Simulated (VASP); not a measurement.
# TiN (Fm-3m) in VASP: single point with PBEsol

Aim: the single point of TiN with PBEsol.

Program: VASP 6.6.1. These are calculated values, not measurements. Logs are shortened: lines on timing, memory, paths and dates and some standing lists are left out, and cuts for length are marked.

## 1. The cell of the first run

The structure is cubic, space group Fm-3m (No. 225). The conventional cell has a = 4.204 Å, b = 4.204 Å, c = 4.204 Å, α = 90.00°, β = 90.00°, γ = 90.00°. Ti (site symmetry m-3m) has 6 N at 2.10 Å within 2.8 Å. Within 2.8 Å of N (site symmetry m-3m) lie 6 Ti at 2.10 Å.

## 2. Single point, PBEsol

The input, POSCAR:

```
TiN
1.0
    0.0000000000      2.1019663693      2.1019663693
    2.1019663693      0.0000000000      2.1019663693
    2.1019663693      2.1019663693      0.0000000000
Ti N
1 1
Direct
    0.0000000000      0.0000000000      0.0000000000
    0.5000000000      0.5000000000      0.5000000000
```

The input, INCAR.step1:

```
  ALGO = Normal
  EDIFF = 1E-6
  ENCUT = 520
  GGA = PS
  GGA_COMPAT = F
  ISIF = 2
  ISMEAR = 0
  LASPH = T
  LCHARG = T
  LMAXMIX = 4
  LORBIT = 11
  LREAL = F
  LWAVE = F
  NBANDS = 16
  NEDOS = 2001
  NELM = 120
  PREC = Accurate
  SIGMA = 0.1
```

The input, KPOINTS.step1:

```
k-points
0
Gamma
  18 18 18
```

The input, INCAR.step2:

```
  ALGO = Normal
  EDIFF = 1E-6
  ENCUT = 520
  GGA = PS
  GGA_COMPAT = F
  ICHARG = 11
  ISIF = 2
  ISMEAR = -5
  LASPH = T
  LCHARG = F
  LMAXMIX = 4
  LORBIT = 11
  LREAL = F
  LWAVE = F
  NEDOS = 2001
  NELM = 120
  PREC = Accurate
  SIGMA = 0.1
```

The input, KPOINTS.step2:

```
k-points
0
Gamma
  27 27 27
```

Potentials or basis: VASP PAW PBE potentials, release 64 (Ti_sv, N).

Run with:

```bash
> cat potpaw_PBE.64/Ti_sv/POTCAR potpaw_PBE.64/N/POTCAR > POTCAR
> cp INCAR.step1 INCAR
> cp KPOINTS.step1 KPOINTS
> mpirun -np 1 vasp_std > vasp.out
> cp INCAR.step2 INCAR
> cp KPOINTS.step2 KPOINTS
> mpirun -np 1 vasp_std > vasp.out
```

OUTCAR:

```text
EDIFF = 1E-6
   ENCUT = 520
   GGA = PS
   ICHARG = 11
   ISIF = 2
   ISMEAR = -5
   LASPH = T
   LORBIT = 11
   LREAL = F
   NELM = 120
   PREC = Accurate

 ion  position               nearest neighbor table
   1  0.000  0.000  0.000-   2 2.10   2 2.10   2 2.10   2 2.10   2 2.10   2 2.10
   2  0.500  0.500  0.500-   1 2.10   1 2.10   1 2.10   1 2.10   1 2.10   1 2.10

  LATTYP: Found a face centered cubic cell.
 ALAT       =     4.2039327386

  Lattice vectors:

 A1 = (   0.0000000000,   2.1019663693,   2.1019663693)
 A2 = (   2.1019663693,   0.0000000000,   2.1019663693)
 A3 = (   2.1019663693,   2.1019663693,   0.0000000000)

Analysis of symmetry for initial positions (statically):
=====================================================================
 Subroutine PRICEL returns:
 Original cell was already a primitive cell.

 Routine SETGRP: Setting up the symmetry group for a
 face centered cubic supercell.

 Subroutine GETGRP returns: Found 48 space group operations
 (whereof 48 operations were pure point group operations)
 out of a pool of 48 trial point group operations.

The static configuration has the point symmetry O_h .

Analysis of symmetry for dynamics (positions and initial velocities):
=====================================================================
 Subroutine PRICEL returns:
 Original cell was already a primitive cell.

 Routine SETGRP: Setting up the symmetry group for a
 face centered cubic supercell.

 Subroutine GETGRP returns: Found 48 space group operations
 (whereof 48 operations were pure point group operations)
 out of a pool of 48 trial point group operations.

The dynamic configuration has the point symmetry O_h .

 Subroutine INISYM returns: Found 48 space group operations
 (whereof 48 operations are pure point group operations),
 and found     1 'primitive' translations

----------------------------------------------------------------------------------------

                                     Primitive cell

  volume of cell :      18.5741

  direct lattice vectors                    reciprocal lattice vectors
     0.000000000  2.101966369  2.101966369    -0.237872502  0.237872502  0.237872502
     2.101966369  0.000000000  2.101966369     0.237872502 -0.237872502  0.237872502
     2.101966369  2.101966369  0.000000000     0.237872502  0.237872502 -0.237872502

  length of vectors
     2.972629347  2.972629347  2.972629347     0.412007260  0.412007260  0.412007260

  position of ions in fractional coordinates (direct lattice)
     0.000000000  0.000000000  0.000000000
     0.500000000  0.500000000  0.500000000

  ion indices of the primitive-cell ions
   primitive index   ion index
                 1           1
                 2           2

----------------------------------------------------------------------------------------

 KPOINTS: k-points

Automatic generation of k-mesh.
 Grid dimensions read from file:
 generate k-points for:   27   27   27

 Generating k-lattice:

  Cartesian coordinates                     Fractional coordinates (reciprocal lattice)
    -0.008810093  0.008810093  0.008810093     0.037037037  0.000000000  0.000000000
     0.008810093 -0.008810093  0.008810093     0.000000000  0.037037037  0.000000000
     0.008810093  0.008810093 -0.008810093     0.000000000  0.000000000  0.037037037

  Length of vectors
     0.015259528  0.015259528  0.015259528

  Shift w.r.t. Gamma in fractional coordinates (k-lattice)
     0.000000000  0.000000000  0.000000000

 TETIRR: Found   2653 inequivalent tetrahedra from   118098

 Subroutine IBZKPT returns following result:
 ===========================================

 Found    560 irreducible k-points:

 Following reciprocal coordinates:
            Coordinates               Weight
  0.000000  0.000000  0.000000      1.000000
  0.037037  0.000000  0.000000      8.000000
  0.074074  0.000000  0.000000      8.000000
  0.111111  0.000000  0.000000      8.000000
  0.148148  0.000000  0.000000      8.000000
  0.185185  0.000000  0.000000      8.000000
[... 16 lines left out ...]
  0.333333  0.037037  0.000000     24.000000
  0.370370  0.037037  0.000000     24.000000
 [... further k-points ...]
   k-points           NKPTS =    560   k-points in BZ     NKDIM =    560   number of bands    NBANDS=     12
   number of dos      NEDOS =   2001   number of ions     NIONS =      2
   total plane-waves  NPLWV =  13824
   dimension x,y,z NGX =    24 NGY =   24 NGZ =   24
   dimension x,y,z NGXF=    48 NGYF=   48 NGZF=   48
   ions per type =               1   1
   NGX,Y,Z   is equivalent  to a cutoff of  13.42, 13.42, 13.42 a.u.
   NGXF,Y,Z  is equivalent  to a cutoff of  26.84, 26.84, 26.84 a.u.
 SYSTEM =  unknown system
   PREC   = accura    normal or accurate (medium, high low for compatibility)
   ISTART =      0    job   : 0-new  1-cont  2-samecut
   ICHARG =     11    charge: 1-file 2-atom 10-const
   ISPIN  =      1    spin polarized calculation?
   LNONCOLLINEAR =      F non collinear calculations
   LSORBIT =      F    spin-orbit coupling
   LASPH  =      T    aspherical Exc in radial PAW
   ENCUT  =  520.0 eV  38.22 Ry    6.18 a.u.   5.53  5.53  5.53*2*pi/ulx,y,z
   NELM   =    120;   NELMIN=  2; NELMDL=  0     # of ELM steps
   EDIFF  = 0.1E-05   stopping-criterion for ELM
   LREAL  =      F    real-space projection
   EDIFFG = 0.1E-04   stopping-criterion for IOM
   NSW    =      0    number of steps for IOM
   IBRION =     -1    ionic relax: 0-MD 1-quasi-New 2-CG
   NFREE  =      0    steps in history (QN), initial steepest desc. (CG)
   ISIF   =      2    stress and relaxation
   ISYM   =      2    0-nonsym 1-usesym 2-fastsym
   POTIM  = 0.5000    time-step for ionic-motion
   TEBEG  =    0.0;   TEEND  =   0.0 temperature during run
   PSTRESS=    0.0 pullay stress
   NELECT =      17.0000    total number of electrons
   NUPDOWN=      -1.0000    fix difference up-down
   EMIN   =  10.00;   EMAX   =-10.00  energy-range for DOS
   EFERMI =   0.00;   METHOD = LEGACY
   ISMEAR =    -5;   SIGMA  =   0.10  broadening in eV -4-tet -1-fermi 0-gaus
   EFERMI_NEDOS =   21; number of points for ismear=-14 and -15
   IALGO  =     38    algorithm
   IMIX   =      4    mixing-type and parameters
     AMIX     =   0.40;   BMIX     =  1.00
     AMIX_MAG =   1.60;   BMIX_MAG =  1.00
  volume/ion in A,a.u.               =       9.29        62.67
  Fermi-wavevector in a.u.,A,eV,Ry     =   1.589481  3.003684 34.374443  2.526450
  Thomas-Fermi vector in A             =   2.688324
   LORBIT       =     11    0 simple, 1 ext, 2 COOP (PROOUT), +10 PAW based schemes
   GGA     = PS    functional components
   LHFCALC =     F    Hartree Fock is set to
   AEXX    =    0.0000 exact exchange contribution
   IVDW    =     0    specifies the selected vdW correction
   LEPSILON=     F    determine dielectric tensor
   LRPA    =     F    only Hartree local field effects (RPA)
 non-spin polarized calculation
 Fermi weights with tetrahedron method with Bloechl corrections
  energy-cutoff  :      520.00
  volume of cell :       18.57
 maximum number of plane-waves:       531
 NGX is ok and might be reduce to    24

 number of electron      16.9999998 magnetization

 Free energy of the ion-electron system (eV)
  ---------------------------------------------------
  ext. energy  EPLUGINS =         0.00000000
  ---------------------------------------------------
  free energy    TOTEN  =       -20.78072912 eV

  energy without entropy =      -20.78072912  energy(sigma->0) =      -20.78072912

 E-fermi :  11.6788     XC(G=0): -13.3717

 val. band max:       11.7338404788   @ k =   0.1852   0.0000   0.0000
 cond. band min:      11.6690738646   @ k =   0.4074   0.1481   0.0000
 fundamental gap:     -0.0647666142
 Fermi energy:        11.6788143095

 k-point     1 :       0.0000    0.0000    0.0000
  band No.  band energies     occupation
      1     -45.8922      2.00000
      2     -21.9512      2.00000
      3     -21.9512      2.00000
      4     -21.9512      2.00000
      5      -5.5289      2.00000
      6       9.6234      2.00000
      7       9.6234      2.00000
      8       9.6234      2.00000
      9      11.0226      2.00000
     10      11.0226      2.00000
     11      11.0226      2.00000
     12      12.2739      0.00000

 k-point     2 :       0.0370    0.0000    0.0000
  band No.  band energies     occupation
      1     -45.8907      2.00000
      2     -21.9615      2.00000
      3     -21.9520      2.00000
      4     -21.9520      2.00000
      5      -5.5003      2.00000
      6       9.4399      2.00000
      7       9.4855      2.00000
      8       9.4855      2.00000
      9      11.0720      2.00000
     10      11.0720      2.00000
     11      11.1271      2.00000
     12      12.4098      0.00000

 k-point     3 :       0.0741    0.0000    0.0000
  band No.  band energies     occupation
      1     -45.8863      2.00000
      2     -21.9920      2.00000
      3     -21.9545      2.00000
      4     -21.9545      2.00000
      5      -5.4155      2.00000
      6       8.9995      2.00000
      7       9.1537      2.00000
      8       9.1537      2.00000
      9      11.1859      2.00000
     10      11.1859      2.00000
     11      11.3425      2.00000
     12      12.7684      0.00000
[... 286 lines left out ...]
 k-point    23 :       0.3333    0.0370    0.0000
  band No.  band energies     occupation
      1     -45.8112      2.00000
      2     -22.4779      2.00000
      3     -22.0048      2.00000
      4     -21.9938      2.00000
      5      -3.8097      2.00000
      6       4.8817      2.00000
      7       6.5985      2.00000
      8       6.7635      2.00000
      9      12.4240      0.00000
     10      12.8393      0.00000
     11      13.0789      0.00000
     12      16.1188      0.00000

 k-point    24 :       0.3704    0.0370    0.0000
  band No.  band energies     occupation
      1     -45.8001      2.00000
      2     -22.5463      2.00000
      3     -22.0098      2.00000
      4     -22.0010      2.00000
      5      -3.5267      2.00000
      6       4.3888      2.00000
      7       6.3821      2.00000
      8       6.5206      2.00000
      9      12.7048      0.00000
     10      13.0714      0.00000
     11      13.3723      0.00000
     12      16.5850      0.00000

 [... further k-points ...]

------------------------ aborting loop because EDIFF is reached ----------------------------------------

  FORCE on cell =-STRESS in cart. coord.  units (eV):
  Direction    XX          YY          ZZ          XY          YZ          ZX
  --------------------------------------------------------------------------------------
  -------------------------------------------------------------------------------------
  Total        0.0431194      0.0431194      0.0431194      0.0000000      0.0000000      0.0000000
  in kB        3.7194267      3.7194267      3.7194267      0.0000000      0.0000000      0.0000000
  external PRESSURE =       3.7194267 kB  Pullay stress =       0.0000000 kB

 VOLUME and BASIS-vectors are now :
 -----------------------------------------------------------------------------
  energy-cutoff  :      520.00
  volume of cell :       18.57
      direct lattice vectors                 reciprocal lattice vectors
     0.000000000  2.101966369  2.101966369    -0.237872502  0.237872502  0.237872502
     2.101966369  0.000000000  2.101966369     0.237872502 -0.237872502  0.237872502
     2.101966369  2.101966369  0.000000000     0.237872502  0.237872502 -0.237872502

 POSITION                                       TOTAL-FORCE (eV/Angst)
 -----------------------------------------------------------------------------------
      0.00000      0.00000      0.00000         0.000000      0.000000      0.000000
      2.10197      2.10197      2.10197         0.000000      0.000000      0.000000
 -----------------------------------------------------------------------------------
    total drift:                                0.000000     -0.000000     -0.000000

  FREE ENERGIE OF THE ION-ELECTRON SYSTEM (eV)
  ---------------------------------------------------
  free  energy   TOTEN  =       -20.7807291159 eV

  energy  without entropy=      -20.7807291159  energy(sigma->0) =      -20.78072912

 total charge

# of ion       s       p       d       tot
------------------------------------------
    1        2.191   6.247   2.010  10.448
    2        1.241   2.510   0.000   3.751
--------------------------------------------------
tot          3.432   8.757   2.010  14.199
```

Run time: 1.8 min. Hardware: 1 thread of Intel Xeon 8259CL, shared host; peak memory 0.26 GiB.

Results:

```
Valence electrons inside the program's atomic spheres : Ti 10.45; N 3.75
```

Levels at points of the mesh, in eV from the Fermi level:
| k point | band 7 | band 8 | band 9 | band 10 | band 11 | band 12 |
| --- | --- | --- | --- | --- | --- | --- |
| (0.00, 0.00, 0.00) | -2.06 | -2.06 | -0.66 | -0.66 | -0.66 | 0.60 |

Caveat: the PAW data sets were made with another functional, which shifts forces and pressure a little; tetrahedron occupations give inexact forces and stress in metals.
